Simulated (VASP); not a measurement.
Write the native input for VASP 6.6.1 that does the following.

| Property | Result |
| --- | --- |
| Task | single point |
| Functional | PBEsol |
| Potentials or basis | VASP PAW PBE potentials, release 64 (Zr_sv, S) |
| Cutoff | 500 eV |
| k mesh | 6 × 6 × 4 |
| Occupations | gaussian, width 0.1 eV |
| Spin | no spin polarisation |
| Dipole correction | no |
| Further INCAR settings | ALGO = Normal; EDIFF = 1e-06; NBANDS = 19 |

The structure of ZrS2 lies in POSCAR:

```
ZrS2
1.0
    3.6913825500      0.0000000000      0.0000000000
   -1.8456912700      3.1968310600      0.0000000000
    0.0000000000      0.0000000000      6.0410770100
Zr S
1 2
Direct
    0.0000000000      0.0000000000      0.0000000000
    0.6666666700      0.3333333300      0.7620900300
    0.3333333300      0.6666666700      0.2379099700
```

One way to write it, as run:

INCAR

```
  ALGO = Normal
  EDIFF = 1E-6
  ENCUT = 500
  GGA = PS
  GGA_COMPAT = False
  ISIF = 2
  ISMEAR = 0
  LASPH = True
  LCHARG = True
  LELF = True
  LREAL = False
  LVHAR = True
  LWAVE = False
  NBANDS = 19
  NELM = 120
  PREC = Accurate
  SIGMA = 0.1
```

KPOINTS

```
k-points
0
Gamma
  6 6 4
```

Potentials or basis: VASP PAW PBE potentials, release 64 (Zr_sv, S).

Run with:

```bash
$ cat potpaw_PBE.64/Zr_sv/POTCAR potpaw_PBE.64/S/POTCAR > POTCAR
$ mpirun -np 1 vasp_std > vasp.out
```

Results of the run:

```json
{
 "Pressure": "-2.4 GPa",
 "Largest force": "0.142 eV/Å",
 "Band gap on the k mesh": "1.00 eV (least direct gap 1.58 eV)"
}
```

Caveat: the PAW data sets were made with another functional, which shifts forces and pressure a little; this functional lacks dispersion, which binds the layers, so the pressure and a relaxed spacing across them are unreliable.

Run time: 56 s on 1 thread of Intel Xeon 8259CL, on a shared host, peak memory 0.19 GiB.
